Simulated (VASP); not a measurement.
# InGa3N (Pm-3m) in VASP: a series of runs

The runs below take InGa3N through single point, relaxation of cell and atoms, with PBEsol.

All numbers are computed with VASP 6.6.1; they aren't measurements. Logs are shortened: lines on timing, memory, paths and dates and some standing lists are left out, and cuts for length are marked.

### Step 1. The cell of the first run

It takes space group Pm-3m (No. 221, cubic). The conventional cell has a = 4.373 Å, b = 4.373 Å, c = 4.373 Å, α = 90.00°, β = 90.00°, γ = 90.00°. In (site symmetry m-3m) has 12 Ga at 3.09 Å and 8 N at 3.79 Å within 4.1 Å. Within 2.9 Å of Ga (site symmetry 4/mmm) lie 2 N at 2.19 Å. Within 2.9 Å of N (site symmetry m-3m) lie 6 Ga at 2.19 Å.

### Step 2. Single point, PBEsol

Input file INCAR:

```
SYSTEM = InGa3N
  ALGO = Normal
  EDIFF = 1E-6
  ENCUT = 520
  GGA = PS
  ISIF = 2
  ISMEAR = -1
  LASPH = .True.
  LCHARG = .False.
  LREAL = .False.
  LWAVE = .False.
  NBANDS = 36
  NELM = 80
  PREC = Accurate
  SIGMA = 0.15
```

Input file KPOINTS:

```
k-points
0
Gamma
  8 8 8
  0 0 0
```

Input file POSCAR:

```
InGa3N
1.0
    4.3732750400      0.0000000000      0.0000000000
    0.0000000000      4.3732750400      0.0000000000
    0.0000000000      0.0000000000      4.3732750400
In Ga N
1 3 1
Direct
    0.0000000000      0.0000000000      0.0000000000
    0.5000000000      0.5000000000      0.0000000000
    0.0000000000      0.5000000000      0.5000000000
    0.5000000000      0.0000000000      0.5000000000
    0.5000000000      0.5000000000      0.5000000000
```

Potentials or basis: VASP PAW PBE potentials, release 64 (In_d, Ga_d, N).

Started as:

```bash
cat potpaw_PBE.64/In_d/POTCAR potpaw_PBE.64/Ga_d/POTCAR potpaw_PBE.64/N/POTCAR > POTCAR
mpirun -np 1 vasp_std > vasp.out
```

OUTCAR:

```text
SYSTEM = InGa3N
   EDIFF = 1E-6
   ENCUT = 520
   GGA = PS
   ISIF = 2
   ISMEAR = -1
   LASPH = .True.
   LREAL = .False.
   NELM = 80
   PREC = Accurate

 ion  position               nearest neighbor table
   1  0.000  0.000  0.000-   2 3.09   3 3.09   4 3.09   3 3.09   4 3.09   2 3.09   3 3.09   3 3.09
                             2 3.09   4 3.09   4 3.09   2 3.09
   2  0.500  0.500  0.000-   5 2.19   5 2.19   1 3.09   1 3.09   1 3.09   1 3.09
   3  0.000  0.500  0.500-   5 2.19   5 2.19   1 3.09   1 3.09   1 3.09   1 3.09
   4  0.500  0.000  0.500-   5 2.19   5 2.19   1 3.09   1 3.09   1 3.09   1 3.09
   5  0.500  0.500  0.500-   2 2.19   3 2.19   4 2.19   2 2.19   4 2.19   3 2.19

  LATTYP: Found a simple cubic cell.
 ALAT       =     4.3732750400

  Lattice vectors:

 A1 = (   4.3732750400,   0.0000000000,   0.0000000000)
 A2 = (   0.0000000000,   4.3732750400,   0.0000000000)
 A3 = (   0.0000000000,   0.0000000000,   4.3732750400)

Analysis of symmetry for initial positions (statically):
=====================================================================
 Subroutine PRICEL returns:
 Original cell was already a primitive cell.

 Routine SETGRP: Setting up the symmetry group for a
 simple cubic supercell.

 Subroutine GETGRP returns: Found 48 space group operations
[... 9 lines left out ...]

 Routine SETGRP: Setting up the symmetry group for a
 simple cubic supercell.

 Subroutine GETGRP returns: Found 48 space group operations
[... 11 lines left out ...]
                                     Primitive cell

  volume of cell :      83.6412

  direct lattice vectors                    reciprocal lattice vectors
     4.373275040  0.000000000  0.000000000     0.228661584  0.000000000  0.000000000
     0.000000000  4.373275040  0.000000000     0.000000000  0.228661584  0.000000000
     0.000000000  0.000000000  4.373275040     0.000000000  0.000000000  0.228661584

  length of vectors
     4.373275040  4.373275040  4.373275040     0.228661584  0.228661584  0.228661584

  position of ions in fractional coordinates (direct lattice)
     0.000000000  0.000000000  0.000000000
     0.500000000  0.500000000  0.000000000
     0.000000000  0.500000000  0.500000000
     0.500000000  0.000000000  0.500000000
     0.500000000  0.500000000  0.500000000

  ion indices of the primitive-cell ions
   primitive index   ion index
                 1           1
                 2           2
                 3           3
                 4           4
                 5           5

----------------------------------------------------------------------------------------

 KPOINTS: k-points

Automatic generation of k-mesh.
 Grid dimensions read from file:
 generate k-points for:    8    8    8

 Generating k-lattice:

  Cartesian coordinates                     Fractional coordinates (reciprocal lattice)
     0.028582698  0.000000000  0.000000000     0.125000000  0.000000000  0.000000000
     0.000000000  0.028582698  0.000000000     0.000000000  0.125000000  0.000000000
     0.000000000  0.000000000  0.028582698     0.000000000  0.000000000  0.125000000

  Length of vectors
     0.028582698  0.028582698  0.028582698

  Shift w.r.t. Gamma in fractional coordinates (k-lattice)
     0.000000000  0.000000000  0.000000000

 Subroutine IBZKPT returns following result:
 ===========================================

 Found     35 irreducible k-points:

 Following reciprocal coordinates:
            Coordinates               Weight
  0.000000  0.000000  0.000000      1.000000
  0.125000  0.000000  0.000000      6.000000
  0.250000  0.000000  0.000000      6.000000
  0.375000  0.000000  0.000000      6.000000
  0.500000  0.000000  0.000000      3.000000
  0.125000  0.125000  0.000000     12.000000
[... 16 lines left out ...]
  0.375000  0.375000  0.125000     24.000000
  0.500000  0.375000  0.125000     24.000000
 [... further k-points ...]
   k-points           NKPTS =     35   k-points in BZ     NKDIM =     35   number of bands    NBANDS=     36
   number of dos      NEDOS =    301   number of ions     NIONS =      5
   total plane-waves  NPLWV =  46656
   dimension x,y,z NGX =    36 NGY =   36 NGZ =   36
   dimension x,y,z NGXF=    72 NGYF=   72 NGZF=   72
   ions per type =               1   3   1
   NGX,Y,Z   is equivalent  to a cutoff of  13.69, 13.69, 13.69 a.u.
   NGXF,Y,Z  is equivalent  to a cutoff of  27.37, 27.37, 27.37 a.u.
 SYSTEM =  InGa3N
   PREC   = accura    normal or accurate (medium, high low for compatibility)
   ISTART =      0    job   : 0-new  1-cont  2-samecut
   ICHARG =      2    charge: 1-file 2-atom 10-const
   ISPIN  =      1    spin polarized calculation?
   LNONCOLLINEAR =      F non collinear calculations
   LSORBIT =      F    spin-orbit coupling
   LASPH  =      T    aspherical Exc in radial PAW
   ENCUT  =  520.0 eV  38.22 Ry    6.18 a.u.   8.13  8.13  8.13*2*pi/ulx,y,z
   NELM   =     80;   NELMIN=  2; NELMDL= -5     # of ELM steps
   EDIFF  = 0.1E-05   stopping-criterion for ELM
   LREAL  =      F    real-space projection
   EDIFFG = 0.1E-04   stopping-criterion for IOM
   NSW    =      0    number of steps for IOM
   IBRION =     -1    ionic relax: 0-MD 1-quasi-New 2-CG
   NFREE  =      0    steps in history (QN), initial steepest desc. (CG)
   ISIF   =      2    stress and relaxation
   ISYM   =      2    0-nonsym 1-usesym 2-fastsym
   POTIM  = 0.5000    time-step for ionic-motion
   TEBEG  =    0.0;   TEEND  =   0.0 temperature during run
   PSTRESS=    0.0 pullay stress
   NELECT =      57.0000    total number of electrons
   NUPDOWN=      -1.0000    fix difference up-down
   EMIN   =  10.00;   EMAX   =-10.00  energy-range for DOS
   EFERMI =   0.00;   METHOD = LEGACY
   ISMEAR =    -1;   SIGMA  =   0.15  broadening in eV -4-tet -1-fermi 0-gaus
   EFERMI_NEDOS =   21; number of points for ismear=-14 and -15
   IALGO  =     38    algorithm
   IMIX   =      4    mixing-type and parameters
     AMIX     =   0.40;   BMIX     =  1.00
     AMIX_MAG =   1.60;   BMIX_MAG =  1.00
  volume/ion in A,a.u.               =      16.73       112.89
  Fermi-wavevector in a.u.,A,eV,Ry     =   1.440654  2.722441 28.238669  2.075484
  Thomas-Fermi vector in A             =   2.559374
   LORBIT       =      0    0 simple, 1 ext, 2 COOP (PROOUT), +10 PAW based schemes
   GGA     = PS    functional components
   LHFCALC =     F    Hartree Fock is set to
   AEXX    =    0.0000 exact exchange contribution
   IVDW    =     0    specifies the selected vdW correction
   LEPSILON=     F    determine dielectric tensor
   LRPA    =     F    only Hartree local field effects (RPA)
 non-spin polarized calculation
  energy-cutoff  :      520.00
  volume of cell :       83.64
 maximum number of plane-waves:      2301
 NGX is ok and might be reduce to    36
   NGX = 17   NGY = 17   NGZ = 17

 number of electron      56.9999988 magnetization

 Free energy of the ion-electron system (eV)
  ---------------------------------------------------
  ext. energy  EPLUGINS =         0.00000000
  ---------------------------------------------------
  free energy    TOTEN  =       -19.99739477 eV

  energy without entropy =      -19.85117993  energy(sigma->0) =      -19.92428735

 E-fermi :   6.6921     XC(G=0): -11.3980

 val. band max:        6.6622709394   @ k =   0.3750   0.1250   0.0000
 cond. band min:       6.7270698541   @ k =   0.3750   0.3750   0.3750
 fundamental gap:      0.0647989147
 Fermi energy:         6.6920704058

 k-point     1 :       0.0000    0.0000    0.0000
  band No.  band energies     occupation
      1      -9.9008      2.00000
      2      -8.2931      2.00000
      3      -8.2931      2.00000
      4      -8.2931      2.00000
      5      -8.2511      2.00000
      6      -8.2511      2.00000
[... 28 lines left out ...]
     35      14.3724      0.00000
     36      14.3771      0.00000

 k-point     2 :       0.1250    0.0000    0.0000
  band No.  band energies     occupation
      1      -9.8563      2.00000
      2      -8.2872      2.00000
      3      -8.2804      2.00000
      4      -8.2804      2.00000
      5      -8.2427      2.00000
      6      -8.2416      2.00000
[... 28 lines left out ...]
     35      14.2376      0.00000
     36      14.4745      0.00000

 k-point     3 :       0.2500    0.0000    0.0000
  band No.  band energies     occupation
      1      -9.7413      2.00000
      2      -8.2707      2.00000
      3      -8.2448      2.00000
      4      -8.2448      2.00000
      5      -8.2215      2.00000
      6      -8.2165      2.00000
[... 28 lines left out ...]
     35      13.5804      0.00000
     36      14.3217      0.00000

 k-point     4 :       0.3750    0.0000    0.0000
  band No.  band energies     occupation
      1      -9.6119      2.00000
      2      -8.2465      2.00000
      3      -8.1985      2.00000
      4      -8.1941      2.00000
      5      -8.1941      2.00000
      6      -8.1896      2.00000
[... 28 lines left out ...]
     35      12.6020      0.00000
     36      13.8583      0.00000

 k-point     5 :       0.5000    0.0000    0.0000
  band No.  band energies     occupation
      1      -9.5528      2.00000
      2      -8.2236      2.00000
      3      -8.2117      2.00000
      4      -8.1855      2.00000
      5      -8.1696      2.00000
      6      -8.1680      2.00000
[... 655 lines left out ...]
 k-point    22 :       0.5000    0.2500    0.1250
  band No.  band energies     occupation
      1      -9.3116      2.00000
      2      -8.2112      2.00000
      3      -8.1992      2.00000
      4      -8.1901      2.00000
      5      -8.1761      2.00000
      6      -8.1715      2.00000
[... 28 lines left out ...]
     35      12.6258      0.00000
     36      13.0388      0.00000

 k-point    23 :       0.3750    0.3750    0.1250
  band No.  band energies     occupation
      1      -9.2206      2.00000
      2      -8.2100      2.00000
      3      -8.2002      2.00000
      4      -8.1991      2.00000
      5      -8.1735      2.00000
      6      -8.1716      2.00000
[... 28 lines left out ...]
     35      12.9827      0.00000
     36      13.1514      0.00000

 k-point    24 :       0.5000    0.3750    0.1250
  band No.  band energies     occupation
      1      -9.1432      2.00000
      2      -8.2223      2.00000
      3      -8.2021      2.00000
      4      -8.2014      2.00000
      5      -8.1711      2.00000
      6      -8.1645      2.00000
[... 28 lines left out ...]
     35      12.3935      0.00000
     36      13.6971      0.00000

 [... further k-points ...]

------------------------ aborting loop because EDIFF is reached ----------------------------------------

  FORCE on cell =-STRESS in cart. coord.  units (eV):
  Direction    XX          YY          ZZ          XY          YZ          ZX
  --------------------------------------------------------------------------------------
  -------------------------------------------------------------------------------------
  Total       -0.0014452     -0.0014452     -0.0014452     -0.0000000      0.0000000     -0.0000000
  in kB       -0.0276833     -0.0276833     -0.0276833     -0.0000000      0.0000000     -0.0000000
  external PRESSURE =      -0.0276833 kB  Pullay stress =       0.0000000 kB

 VOLUME and BASIS-vectors are now :
 -----------------------------------------------------------------------------
  energy-cutoff  :      520.00
  volume of cell :       83.64
      direct lattice vectors                 reciprocal lattice vectors
     4.373275040  0.000000000  0.000000000     0.228661584  0.000000000  0.000000000
     0.000000000  4.373275040  0.000000000     0.000000000  0.228661584  0.000000000
     0.000000000  0.000000000  4.373275040     0.000000000  0.000000000  0.228661584

 POSITION                                       TOTAL-FORCE (eV/Angst)
 -----------------------------------------------------------------------------------
      0.00000      0.00000      0.00000         0.000000      0.000000      0.000000
      2.18664      2.18664      0.00000         0.000000      0.000000      0.000000
      0.00000      2.18664      2.18664         0.000000      0.000000      0.000000
      2.18664      0.00000      2.18664         0.000000      0.000000      0.000000
      2.18664      2.18664      2.18664         0.000000      0.000000      0.000000
 -----------------------------------------------------------------------------------
    total drift:                                0.000000      0.000000      0.000000

  FREE ENERGIE OF THE ION-ELECTRON SYSTEM (eV)
  ---------------------------------------------------
  free  energy   TOTEN  =       -19.9973947682 eV

  energy  without entropy=      -19.8511799262  energy(sigma->0) =      -19.92428735
```

It took 46 s on 1 thread of Intel Xeon 6975P-C (Granite Rapids), shared host; peak memory 0.25 GiB.

Results:

```
Free energy : -19.9974 eV
Pressure    : 0.0 GPa
```

Caveat: the PAW data sets were made with another functional, which shifts forces and pressure a little; spin-orbit coupling is left out, which moves the levels of the heavy elements.

(Continued in part 2 of 2.)
